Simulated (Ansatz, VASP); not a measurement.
**Two plane-wave programs on Sr**

```
Sr
1.0
     4.10288    0.00000    0.00000
    -2.05144    3.55320    0.00000
     0.00000    0.00000   13.42074
Sr
4
Direct
  0.00000 0.00000 0.00000
  0.00000 0.00000 0.50000
  0.33333 0.66667 0.25000
  0.66667 0.33333 0.75000
```

Alike in both runs: task single point; functional LDA; k mesh 10 × 10 × 3; occupations fermi-dirac, width 0.1 eV; no spin polarisation.

|  | VASP | Ansatz |
| --- | --- | --- |
| version | VASP 6.6.1 | Ansatz 0.2.0 |
| potentials or method | VASP PAW LDA potentials, release 64 (Sr_sv), cutoff 520 eV | plane waves (420 eV) with PAW, scalar-relativistic |
| valence electrons in the cell | 40 | 40 |

|  | VASP | Ansatz | Ansatz less VASP |
| --- | --- | --- | --- |
| pressure (GPa) | 0.0 | 0.0 | 0.00 |

Ansatz warns that its potentials were made for another functional, while VASP's fit it. LDA's correlation is that of Perdew and Zunger in VASP and of Perdew and Wang (1992) in Ansatz.
